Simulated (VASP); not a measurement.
# In (P6_3/mmc) in VASP: further runs, part 2 of 2

VASP 6.6.1. The steps go on from the part before.

**3. Relaxation of cell and atoms, LDA, target pressure 0.33 GPa, at which the enthalpy is minimised**

The input, INCAR:

```
PREC = Accurate
ENCUT = 600
EDIFF = 1E-7
ISMEAR = -1
SIGMA = 0.1
LREAL = F
LASPH = T
NELM = 100
ALGO = Normal
ISIF = 3
LWAVE = F
LCHARG = F
IBRION = 2
NSW = 60
EDIFFG = -0.005
PSTRESS = 3.3000000000000003
```

The input, KPOINTS:

```
regular mesh
0
Gamma
  14 14 7
```

The input, POSCAR:

```
In
1.0
    3.2756726535      0.0000000000      0.0000000000
   -1.6378363268      2.8368157324      0.0000000000
    0.0000000000      0.0000000000      5.3065896987
In
2
Direct
    0.3333333333      0.6666666667      0.2500000000
    0.6666666667      0.3333333333      0.7500000000
```

Potentials or basis: VASP PAW LDA potentials, release 64 (In_d).

Launch:

```console
> cat potpaw_LDA.64/In_d/POTCAR > POTCAR
> mpirun -np 1 vasp_std > vasp.out
```

OUTCAR:

```text
PREC = Accurate
   ENCUT = 600
   EDIFF = 1E-7
   ISMEAR = -1
   LREAL = F
   LASPH = T
   NELM = 100
   ISIF = 3
   IBRION = 2
   NSW = 60
   EDIFFG = -0.005
   PSTRESS = 3.3000000000000003

 ion  position               nearest neighbor table
   1  0.333  0.667  0.250-   2 3.26   2 3.26   2 3.26   2 3.26   2 3.26   2 3.26
   2  0.667  0.333  0.750-   1 3.26   1 3.26   1 3.26   1 3.26   1 3.26   1 3.26

  LATTYP: Found a hexagonal cell.
 ALAT       =     3.2756726535
 C/A-ratio  =     1.6200000000

  Lattice vectors:

 A1 = (   3.2756726535,   0.0000000000,   0.0000000000)
 A2 = (  -1.6378363268,   2.8368157324,   0.0000000000)
 A3 = (   0.0000000000,   0.0000000000,   5.3065896987)

Analysis of symmetry for initial positions (statically):
=====================================================================
 Subroutine PRICEL returns:
 Original cell was already a primitive cell.

[... 369 lines left out ...]

  energy without entropy =       -6.39896251  energy(sigma->0) =       -6.41352640

 E-fermi :   7.9139     XC(G=0): -10.8045

 val. band max:        7.9046712528   @ k =   0.2143   0.2143   0.0000
 cond. band min:       7.9259394026   @ k =   0.2857   0.2857   0.4286
 fundamental gap:      0.0212681498
 Fermi energy:         7.9138797407

 k-point     1 :       0.0000    0.0000    0.0000
  band No.  band energies     occupation
      1      -6.8128      2.00000
      2      -6.7004      2.00000
      3      -6.6855      2.00000
      4      -6.6855      2.00000
      5      -6.6474      2.00000
      6      -6.6474      2.00000
[... 457 lines left out ...]
      4      -6.6502      2.00000
      5      -6.6109      2.00000
      6      -6.5689      2.00000
[... 9 lines left out ...]
     16      10.1562      0.00000
     17      11.0264      0.00000

 [... further k-points ...]

------------------------ aborting loop because EDIFF is reached ----------------------------------------

  FORCE on cell =-STRESS in cart. coord.  units (eV):
  Direction    XX          YY          ZZ          XY          YZ          ZX
  --------------------------------------------------------------------------------------
  -------------------------------------------------------------------------------------
  Total        0.0969217      0.0969217      0.0957884     -0.0000000     -0.0000000     -0.0000000
  in kB        3.1439127      3.1439127      3.1071518     -0.0000000     -0.0000000     -0.0000000
  external PRESSURE =      -0.1683409 kB  Pullay stress =       3.3000000 kB
[... 21 lines left out ...]
  energy  without entropy=       -6.3989625077  energy(sigma->0) =       -6.41352640

  enthalpy is  TOTEN    =        -6.3263566661 eV   P V=        0.1017336276

 reached required accuracy - stopping structural energy minimisation
```

CONTCAR:

```text
In
   1.00000000000000
     3.2935675707643330   -0.0000000000022333   -0.0000000000000000
    -1.6467837854343730    2.8523131853495736    0.0000000000000000
     0.0000000000000000    0.0000000000000000    5.2577191741261124
  In
     2
Direct
     0.3333333332999970    0.6666666667000030    0.2500000000000000
     0.6666666667000030    0.3333333332999970    0.7500000000000000

  0.00000000E+00  0.00000000E+00  0.00000000E+00
  0.00000000E+00  0.00000000E+00  0.00000000E+00
```

Wall time 2.3 min (1 thread of AMD EPYC 9R45 (Zen 5), shared host); peak memory 0.18 GiB.

Results:

```yaml
Free_energy: -6.4281 eV
Relaxed_volume: 24.70 Å³/atom
Relaxed_cell: a = 3.294 Å, b = 3.294 Å, c = 5.258 Å, α = 90.00°, β = 90.00°, γ = 120.00°
Space_group_after_relaxing_to_0.1_Å: P6_3/mmc (No. 194)
Energy_change_on_relaxing_the_run_minimises_the_enthalpy: -0.3 meV/atom
Ionic_steps: 6
Pressure_after_relaxing: 0.3 GPa
Band_gap_on_the_k_mesh: zero (bands 13 and 14 overlap by 5.43 eV)
```

The path:
```
step  energy change (eV)  largest force (eV/Å)  pressure (GPa)  volume (Å³)
   1              0.0000                0.0000            0.34        49.31
   2             -0.0001                0.0000            0.33        49.33
   3             -0.0003                0.0000            0.30        49.38
   4             -0.0006                0.0000            0.21        49.47
   5             -0.0006                0.0000            0.23        49.45
   6             -0.0005                0.0000            0.31        49.39
```

Final structure:
```
In
1.0
     3.29357    0.00000    0.00000
    -1.64678    2.85231    0.00000
     0.00000    0.00000    5.25772
In
2
Direct
  0.33333 0.66667 0.25000
  0.66667 0.33333 0.75000
```

Caveat: the cell is relaxed towards a set pressure, so the run minimises the enthalpy, not the energy; spin-orbit coupling is left out, which moves the levels of the heavy elements.
